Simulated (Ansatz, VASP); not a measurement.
**Two plane-wave programs on SnC3**

```xyz
4
Lattice="3.0224 0.0000 0.0000 0.0000 3.0224 0.0000 0.0000 0.0000 4.7113" Properties=species:S:1:pos:R:3 pbc="T T T"
C     1.5112    0.0000    3.8569
C     1.5112    1.5112    0.0000
C     0.0000    1.5112    0.8544
Sn    0.0000    0.0000    2.3557
```

Change from the starting cell: hydrostatic strain +1.5%.

Alike in both runs: task single point; functional PBE; k mesh 8 × 8 × 6; occupations fermi-dirac, width 0.02 eV; no spin polarisation.

|  | VASP | Ansatz |
| --- | --- | --- |
| version | VASP 6.6.1 | Ansatz 0.2.0 |
| potentials or method | VASP PAW PBE potentials, release 64 (C, Sn_d) | plane waves, PAW |
| plane-wave cutoff (eV) | 520 | 420 |
| valence electrons in the cell | 26 | 26 |

VASP gave:

| Quantity | Value |
| --- | --- |
| pressure (GPa) | -5.6 |
| traceless stress, the component that is largest in VASP (GPa) | -1.04 |
| rms of the force components (eV/Å) | 0.131 |

Estimate Ansatz's values.

pressure (GPa): -5.6; traceless stress, the component that is largest in VASP (GPa): -0.98; rms of the force components (eV/Å): 0.134.

Atom by atom the forces differ by 0.003 eV/Å (rms over components).
